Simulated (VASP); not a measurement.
# HfN (Fm-3m) in VASP: a series of runs

HfN is run at these levels: LDA; tasks: single point, relaxation of cell and atoms.

Program: VASP 6.6.1. These are calculated values, not measurements. Logs are shortened: lines on timing, memory, paths and dates and some standing lists are left out, and cuts for length are marked.

## 1. The cell of the first run

Symmetry: Fm-3m, No. 225, cubic system. Conventional cell: a = 4.468 Å, b = 4.468 Å, c = 4.468 Å, α = 90.00°, β = 90.00°, γ = 90.00°. Within 3.0 Å of Hf (site symmetry m-3m) lie 6 N at 2.23 Å. N (site symmetry m-3m) has 6 Hf at 2.23 Å within 3.0 Å.

## 2. Single point, LDA

Input file INCAR:

```
PREC = Accurate
ENCUT = 520
EDIFF = 1E-6
ISMEAR = 1
SIGMA = 0.1
LREAL = F
LASPH = T
NELM = 100
ALGO = Normal
ISIF = 2
LWAVE = F
LCHARG = F
NBANDS = 14
```

Input file KPOINTS:

```
Automatic mesh
0
Gamma
  18 18 18
```

Input file POSCAR:

```
HfN
1.0
    0.0000000000      2.2339880569      2.2339880569
    2.2339880569      0.0000000000      2.2339880569
    2.2339880569      2.2339880569      0.0000000000
Hf N
1 1
Direct
    0.0000000000      0.0000000000      0.0000000000
    0.5000000000      0.5000000000      0.5000000000
```

Potentials or basis: VASP PAW LDA potentials, release 64 (Hf_pv, N).

Run with:

```sh
$ cat potpaw_LDA.64/Hf_pv/POTCAR potpaw_LDA.64/N/POTCAR > POTCAR
$ mpirun -np 1 vasp_std > vasp.out
```

OUTCAR:

```text
PREC = Accurate
   ENCUT = 520
   EDIFF = 1E-6
   ISMEAR = 1
   LREAL = F
   LASPH = T
   NELM = 100
   ISIF = 2

 ion  position               nearest neighbor table
   1  0.000  0.000  0.000-   2 2.23   2 2.23   2 2.23   2 2.23   2 2.23   2 2.23
   2  0.500  0.500  0.500-   1 2.23   1 2.23   1 2.23   1 2.23   1 2.23   1 2.23

  LATTYP: Found a face centered cubic cell.
 ALAT       =     4.4679761138

  Lattice vectors:

 A1 = (   0.0000000000,   2.2339880569,   2.2339880569)
 A2 = (   2.2339880569,   0.0000000000,   2.2339880569)
 A3 = (   2.2339880569,   2.2339880569,   0.0000000000)

Analysis of symmetry for initial positions (statically):
=====================================================================
 Subroutine PRICEL returns:
 Original cell was already a primitive cell.

 Routine SETGRP: Setting up the symmetry group for a
 face centered cubic supercell.

 Subroutine GETGRP returns: Found 48 space group operations
 (whereof 48 operations were pure point group operations)
 out of a pool of 48 trial point group operations.

The static configuration has the point symmetry O_h .

Analysis of symmetry for dynamics (positions and initial velocities):
=====================================================================
 Subroutine PRICEL returns:
 Original cell was already a primitive cell.

 Routine SETGRP: Setting up the symmetry group for a
 face centered cubic supercell.

 Subroutine GETGRP returns: Found 48 space group operations
 (whereof 48 operations were pure point group operations)
 out of a pool of 48 trial point group operations.

The dynamic configuration has the point symmetry O_h .

 Subroutine INISYM returns: Found 48 space group operations
 (whereof 48 operations are pure point group operations),
 and found     1 'primitive' translations

----------------------------------------------------------------------------------------

                                     Primitive cell

  volume of cell :      22.2983

  direct lattice vectors                    reciprocal lattice vectors
     0.000000000  2.233988057  2.233988057    -0.223814983  0.223814983  0.223814983
     2.233988057  0.000000000  2.233988057     0.223814983 -0.223814983  0.223814983
     2.233988057  2.233988057  0.000000000     0.223814983  0.223814983 -0.223814983

  length of vectors
     3.159336208  3.159336208  3.159336208     0.387658923  0.387658923  0.387658923

  position of ions in fractional coordinates (direct lattice)
     0.000000000  0.000000000  0.000000000
     0.500000000  0.500000000  0.500000000

  ion indices of the primitive-cell ions
   primitive index   ion index
                 1           1
                 2           2

----------------------------------------------------------------------------------------

 KPOINTS: Automatic mesh

Automatic generation of k-mesh.
 Grid dimensions read from file:
 generate k-points for:   18   18   18

 Generating k-lattice:

  Cartesian coordinates                     Fractional coordinates (reciprocal lattice)
    -0.012434166  0.012434166  0.012434166     0.055555556  0.000000000  0.000000000
     0.012434166 -0.012434166  0.012434166     0.000000000  0.055555556  0.000000000
     0.012434166  0.012434166 -0.012434166     0.000000000  0.000000000  0.055555556

  Length of vectors
     0.021536607  0.021536607  0.021536607

  Shift w.r.t. Gamma in fractional coordinates (k-lattice)
     0.000000000  0.000000000  0.000000000

 Subroutine IBZKPT returns following result:
 ===========================================

 Found    195 irreducible k-points:

 Following reciprocal coordinates:
            Coordinates               Weight
  0.000000  0.000000  0.000000      1.000000
  0.055556  0.000000  0.000000      8.000000
  0.111111  0.000000  0.000000      8.000000
  0.166667  0.000000  0.000000      8.000000
  0.222222  0.000000  0.000000      8.000000
  0.277778  0.000000  0.000000      8.000000
[... 16 lines left out ...]
 -0.277778  0.055556  0.000000     24.000000
 -0.222222  0.055556  0.000000     24.000000
 [... further k-points ...]
   k-points           NKPTS =    195   k-points in BZ     NKDIM =    195   number of bands    NBANDS=     14
   number of dos      NEDOS =    301   number of ions     NIONS =      2
   total plane-waves  NPLWV =  13824
   dimension x,y,z NGX =    24 NGY =   24 NGZ =   24
   dimension x,y,z NGXF=    48 NGYF=   48 NGZF=   48
   ions per type =               1   1
   NGX,Y,Z   is equivalent  to a cutoff of  12.63, 12.63, 12.63 a.u.
   NGXF,Y,Z  is equivalent  to a cutoff of  25.26, 25.26, 25.26 a.u.
 SYSTEM =  unknown system
   PREC   = accura    normal or accurate (medium, high low for compatibility)
   ISTART =      0    job   : 0-new  1-cont  2-samecut
   ICHARG =      2    charge: 1-file 2-atom 10-const
   ISPIN  =      1    spin polarized calculation?
   LNONCOLLINEAR =      F non collinear calculations
   LSORBIT =      F    spin-orbit coupling
   LASPH  =      T    aspherical Exc in radial PAW
   ENCUT  =  520.0 eV  38.22 Ry    6.18 a.u.   5.87  5.87  5.87*2*pi/ulx,y,z
   NELM   =    100;   NELMIN=  2; NELMDL= -5     # of ELM steps
   EDIFF  = 0.1E-05   stopping-criterion for ELM
   LREAL  =      F    real-space projection
   EDIFFG = 0.1E-04   stopping-criterion for IOM
   NSW    =      0    number of steps for IOM
   IBRION =     -1    ionic relax: 0-MD 1-quasi-New 2-CG
   NFREE  =      0    steps in history (QN), initial steepest desc. (CG)
   ISIF   =      2    stress and relaxation
   ISYM   =      2    0-nonsym 1-usesym 2-fastsym
   POTIM  = 0.5000    time-step for ionic-motion
   TEBEG  =    0.0;   TEEND  =   0.0 temperature during run
   PSTRESS=    0.0 pullay stress
   NELECT =      15.0000    total number of electrons
   NUPDOWN=      -1.0000    fix difference up-down
   EMIN   =  10.00;   EMAX   =-10.00  energy-range for DOS
   EFERMI =   0.00;   METHOD = LEGACY
   ISMEAR =     1;   SIGMA  =   0.10  broadening in eV -4-tet -1-fermi 0-gaus
   EFERMI_NEDOS =   21; number of points for ismear=-14 and -15
   IALGO  =     38    algorithm
   IMIX   =      4    mixing-type and parameters
     AMIX     =   0.40;   BMIX     =  1.00
     AMIX_MAG =   1.60;   BMIX_MAG =  1.00
  volume/ion in A,a.u.               =      11.15        75.24
  Fermi-wavevector in a.u.,A,eV,Ry     =   1.434436  2.710690 27.995424  2.057606
  Thomas-Fermi vector in A             =   2.553844
   LORBIT       =      0    0 simple, 1 ext, 2 COOP (PROOUT), +10 PAW based schemes
   GGA     = CA    functional components
   LHFCALC =     F    Hartree Fock is set to
   AEXX    =    0.0000 exact exchange contribution
   IVDW    =     0    specifies the selected vdW correction
   LEPSILON=     F    determine dielectric tensor
   LRPA    =     F    only Hartree local field effects (RPA)
 non-spin polarized calculation
 Methfessel and Paxton  Order N= 1 SIGMA  =   0.10
  energy-cutoff  :      520.00
  volume of cell :       22.30
 maximum number of plane-waves:       620
   NGX = 11   NGY = 11   NGZ = 11

 number of electron      14.9999999 magnetization

 Free energy of the ion-electron system (eV)
  ---------------------------------------------------
  ext. energy  EPLUGINS =         0.00000000
  ---------------------------------------------------
  free energy    TOTEN  =       -23.86876559 eV

  energy without entropy =      -23.86892569  energy(sigma->0) =      -23.86881896

 E-fermi :   8.4822     XC(G=0): -13.1527

 val. band max:        8.4738683378   @ k =  -0.1111   0.0556   0.0000
 cond. band min:       8.5040936833   @ k =   0.1111   0.0000   0.0000
 fundamental gap:      0.0302253455
 Fermi energy:         8.4821796964

 k-point     1 :       0.0000    0.0000    0.0000
  band No.  band energies     occupation
      1     -22.3048      2.00000
      2     -22.3048      2.00000
      3     -22.3048      2.00000
      4      -8.9284      2.00000
      5       5.5130      2.00000
      6       5.5130      2.00000
      7       5.5130      2.00000
      8       8.0899      2.00000
      9       8.0899      2.00000
     10       8.0899      2.00000
     11      10.4906      0.00000
     12      10.4906      0.00000
     13      10.8188      0.00000
     14      18.2297      0.00000

 k-point     2 :       0.0556    0.0000    0.0000
  band No.  band energies     occupation
      1     -22.3422      2.00000
      2     -22.3078      2.00000
      3     -22.3078      2.00000
      4      -8.8492      2.00000
      5       5.1811      2.00000
      6       5.3082      2.00000
      7       5.3082      2.00000
      8       8.1963      2.00040
      9       8.2035      2.00059
     10       8.2035      2.00059
     11      10.7509      0.00000
     12      10.7509      0.00000
     13      11.0410      0.00000
     14      18.4829      0.00000

 k-point     3 :       0.1111    0.0000    0.0000
  band No.  band energies     occupation
      1     -22.4484      2.00000
      2     -22.3164      2.00000
      3     -22.3164      2.00000
      4      -8.6201      2.00000
      5       4.4039      2.00000
      6       4.8180      2.00000
      7       4.8180      2.00000
      8       8.3949      2.01266
      9       8.5041      0.63879
     10       8.5041      0.63879
     11      11.4408      0.00000
     12      11.4408      0.00000
     13      11.6292      0.00000
     14      19.1996      0.00000

 k-point     4 :       0.1667    0.0000    0.0000
  band No.  band energies     occupation
      1     -22.6064      2.00000
      2     -22.3296      2.00000
      3     -22.3296      2.00000
      4      -8.2643      2.00000
      5       3.4604      2.00000
      6       4.2300      2.00000
      7       4.2300      2.00000
      8       8.6209     -0.06445
      9       8.9501     -0.00000
     10       8.9501     -0.00000
     11      12.3925      0.00000
     12      12.3925      0.00000
     13      12.4116      0.00000
     14      20.0007      0.00000

 k-point     5 :       0.2222    0.0000    0.0000
  band No.  band energies     occupation
      1     -22.7931      2.00000
      2     -22.3456      2.00000
      3     -22.3456      2.00000
      4      -7.8157      2.00000
      5       2.4920      2.00000
      6       3.6541      2.00000
      7       3.6541      2.00000
      8       8.9226     -0.00000
      9       9.5231     -0.00000
     10       9.5231     -0.00000
     11      13.2231      0.00000
[... 276 lines left out ...]
 k-point    22 :      -0.3333    0.0556    0.0000
  band No.  band energies     occupation
      1     -23.1999      2.00000
      2     -22.4205      2.00000
      3     -22.3733      2.00000
      4      -6.6577      2.00000
      5       0.5210      2.00000
      6       2.5225      2.00000
      7       2.7808      2.00000
      8       9.9773     -0.00000
      9      10.8488      0.00000
     10      11.7396      0.00000
     11      14.1877      0.00000
     12      15.6314      0.00000
     13      16.5305      0.00000
     14      19.9834      0.00000

 k-point    23 :      -0.2778    0.0556    0.0000
  band No.  band energies     occupation
      1     -23.0416      2.00000
      2     -22.4072      2.00000
      3     -22.3549      2.00000
      4      -7.1298      2.00000
      5       1.2475      2.00000
      6       2.8532      2.00000
      7       3.1927      2.00000
      8       9.3853     -0.00000
      9      10.1173     -0.00000
     10      11.0733      0.00000
     11      13.6608      0.00000
     12      14.8346      0.00000
     13      15.5503      0.00000
     14      19.9933      0.00000

 k-point    24 :      -0.2222    0.0556    0.0000
  band No.  band energies     occupation
      1     -22.8598      2.00000
      2     -22.3894      2.00000
      3     -22.3370      2.00000
      4      -7.6187      2.00000
      5       2.0821      2.00000
      6       3.2888      2.00000
      7       3.6929      2.00000
      8       8.9459     -0.00000
      9       9.4472     -0.00000
     10      10.3624     -0.00000
     11      12.7681      0.00000
     12      14.0490      0.00000
     13      14.4631      0.00000
     14      19.9983      0.00000

 [... further k-points ...]

------------------------ aborting loop because EDIFF is reached ----------------------------------------

  FORCE on cell =-STRESS in cart. coord.  units (eV):
  Direction    XX          YY          ZZ          XY          YZ          ZX
  --------------------------------------------------------------------------------------
  -------------------------------------------------------------------------------------
  Total       -0.1696804     -0.1696804     -0.1696804      0.0000000      0.0000000      0.0000000
  in kB      -12.1918566    -12.1918566    -12.1918566      0.0000000      0.0000000      0.0000000
  external PRESSURE =     -12.1918566 kB  Pullay stress =       0.0000000 kB

 VOLUME and BASIS-vectors are now :
 -----------------------------------------------------------------------------
  energy-cutoff  :      520.00
  volume of cell :       22.30
      direct lattice vectors                 reciprocal lattice vectors
     0.000000000  2.233988057  2.233988057    -0.223814983  0.223814983  0.223814983
     2.233988057  0.000000000  2.233988057     0.223814983 -0.223814983  0.223814983
     2.233988057  2.233988057  0.000000000     0.223814983  0.223814983 -0.223814983

 POSITION                                       TOTAL-FORCE (eV/Angst)
 -----------------------------------------------------------------------------------
      0.00000      0.00000      0.00000        -0.000000     -0.000000      0.000000
      2.23399      2.23399      2.23399         0.000000      0.000000     -0.000000
 -----------------------------------------------------------------------------------
    total drift:                                0.000000     -0.000000     -0.000000

  FREE ENERGIE OF THE ION-ELECTRON SYSTEM (eV)
  ---------------------------------------------------
  free  energy   TOTEN  =       -23.8687655948 eV

  energy  without entropy=      -23.8689256921  energy(sigma->0) =      -23.86881896
```

Run time: 40 s. Hardware: 1 thread of Intel Xeon 6975P-C, shared host; peak memory 0.18 GiB.

Results:

| Quantity | Value |
| --- | --- |
| Free energy | -23.8688 eV |
| Pressure | -1.2 GPa |

Caveat: spin-orbit coupling is left out, which moves the levels of the heavy elements.

## 3. Relaxation of cell and atoms, LDA

This run uses another cell than the first one, of 11.48 Å³/atom, 1.030 times its volume.

Input file INCAR:

```
ALGO = Normal
EDIFF = 1E-7
EDIFFG = -0.002
ENCUT = 600
GGA = CA
IBRION = 2
ISIF = 3
ISMEAR = 1
LASPH = T
LCHARG = F
LREAL = F
LWAVE = F
NELM = 100
NSW = 80
PREC = Accurate
SIGMA = 0.1
```

Input file KPOINTS:

```
k-points
0
Gamma
  18 18 18
```

Input file POSCAR:

```
HfN
1.0
    0.0000000000      2.2560000000      2.2560000000
    2.2560000000      0.0000000000      2.2560000000
    2.2560000000      2.2560000000      0.0000000000
Hf N
1 1
Direct
    0.0000000000      0.0000000000      0.0000000000
    0.5000000000      0.5000000000      0.5000000000
```

Potentials or basis: VASP PAW LDA potentials, release 64 (Hf_pv, N).

Run with:

```sh
$ cat potpaw_LDA.64/Hf_pv/POTCAR potpaw_LDA.64/N/POTCAR > POTCAR
$ mpirun -np 1 vasp_std > vasp.out
```

It took 2.9 min on 1 thread of Intel Xeon 6975P-C, shared host; peak memory 0.21 GiB.

Results (log left out):

- Free energy: -23.8704 eV
- Relaxed volume: 11.10 Å³/atom
- Relaxed cell: a = 3.155 Å, b = 3.155 Å, c = 3.155 Å, α = 60.00°, β = 60.00°, γ = 60.00°
- Space group after relaxing (to 0.05 Å): Fm-3m (No. 225)
- Energy gained by relaxing: 11.8 meV/atom
- Ionic steps: 4
- Pressure after relaxing: 0.0 GPa

Step by step:
```tsv
step	energy change (eV)	largest force (eV/Å)	pressure (GPa)	volume (Å³)
1	0.0000	0.0000	-9.64	22.96
2	0.0807	0.0000	24.30	20.74
3	-0.0235	0.0000	-0.24	22.22
4	-0.0235	0.0000	-0.02	22.21
```

Final structure:
```cif
data_structure
_symmetry_space_group_name_H-M 'P 1'
_symmetry_Int_Tables_number 1
_cell_length_a 3.1549
_cell_length_b 3.1549
_cell_length_c 3.1549
_cell_angle_alpha 60.000
_cell_angle_beta 60.000
_cell_angle_gamma 60.000
_cell_volume 22.21
loop_
_atom_site_label
_atom_site_type_symbol
_atom_site_fract_x
_atom_site_fract_y
_atom_site_fract_z
_atom_site_occupancy
Hf1 Hf 0.00000 0.00000 0.00000 1
N1 N 0.50000 0.50000 0.50000 1
```

Levels at points of the mesh, in eV from the Fermi level:
```
           k point  band 6  band 7  band 8  band 9  band 10  band 11
(0.00, 0.00, 0.00)   -2.97   -2.97   -0.39   -0.39    -0.39     2.02
(0.50, 0.00, 0.00)   -6.33   -6.33    3.47    3.88     3.88     4.78
(0.50, 0.50, 0.00)   -3.98   -3.60   -3.60    4.27     5.81     5.81
```

Caveat: spin-orbit coupling is left out, which moves the levels of the heavy elements. Zero-point motion and thermal expansion aren't in these numbers.
